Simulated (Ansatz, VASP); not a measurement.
## One calculation of BP, two programs

```
B P
1.0
     0.00000    2.26832    2.26832
     2.26832    0.00000    2.26832
     2.26832    2.26832    0.00000
B P
1 1
Direct
  0.00000 0.00000 0.00000
  0.25000 0.25000 0.25000
```

Alike in both runs: task single point; functional LDA; k mesh 10 × 10 × 10; no spin polarisation.

```csv
,VASP,Ansatz
version,VASP 6.6.1,Ansatz 0.2.0
potentials or method,"VASP PAW LDA potentials, release 64 (B, P)","plane waves, PAW"
plane-wave cutoff (eV),520,420
occupations,"gaussian, width 0.01 eV",fixed
valence electrons in the cell,8,8
```

```csv
,VASP,Ansatz,Ansatz less VASP
gap on the k mesh at the Fermi level (eV),1.19,1.19,0.000
pressure (GPa),-5.2,-5.1,+0.10
```

LDA's correlation is that of Perdew and Zunger in VASP and of Perdew and Wang (1992) in Ansatz.
